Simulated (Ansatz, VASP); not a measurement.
## One calculation of Ni, two programs

INCAR

```
PREC = Accurate
ENCUT = 600
EDIFF = 1E-6
ISMEAR = -1
SIGMA = 0.1
LREAL = F
LASPH = T
NELM = 120
ALGO = Normal
ISIF = 2
LWAVE = F
LCHARG = T
GGA = B5
ALDAX = 1.0
AGGAX = 1.0
AGGAC = 1.0
ALDAC = 0.0
LELF = T
LVHAR = T
NBANDS = 11
GGA_COMPAT = F
```

The input KPOINTS:

```
Automatic mesh
0
Gamma
  15 15 15
```

POSCAR

```
Ni
1.0
    2.3980837605      0.0000000000      0.0000000000
    0.0000000000      2.3980837605      0.0000000000
    0.0000000000      0.0000000000      2.3980837605
Ni
1
Direct
    0.0000000000      0.0000000000      0.0000000000
```

Input for Ansatz:

```yaml
crystal:
  lattice:
    - [2.3980837605, 0.0, 0.0]
    - [0.0, 2.3980837605, 0.0]
    - [0.0, 0.0, 2.3980837605]
  atoms:
    - { symbol: Ni, position: [0.0, 0.0, 0.0] }
hamiltonian:
  xc: blyp
  pseudopotentials:
    kind: paw
    azcp:
      Ni: "pseudopotentials/Ni.paw.azcp"
basis:
  ecutwfc: 420
  fft_grid_basis: typed
kpoints:
  mp_grid: { grid: [15, 15, 15], shift: [0, 0, 0] }
magnetization:
  spin_polarized: false
scf:
  occupations: { method: fermi_dirac, width: 0.1 }
  lower_state_search: "off"
output:
  stress: true
```

Alike in both runs: task single point; functional BLYP; k mesh 15 × 15 × 15; occupations fermi-dirac, width 0.1 eV; no spin polarisation.

|  | VASP | Ansatz |
| --- | --- | --- |
| version | VASP 6.6.1 | Ansatz 0.2.0 |
| potentials or method | VASP PAW PBE potentials, release 64 (Ni), cutoff 600 eV | plane waves (420 eV) with PAW, scalar-relativistic |
| valence electrons in the cell | 10 | 18 |

|  | VASP | Ansatz | Ansatz less VASP |
| --- | --- | --- | --- |
| pressure (GPa) | -4.4 | -4.4 | -0.02 |

VASP's potentials were made for PBE, not for BLYP. With one functional, cell and mesh, what is left measures potentials, basis and numerics. VASP's potentials hold 10 valence electrons a cell and Ansatz's 18, so a difference there can come from the potentials and not from the codes.
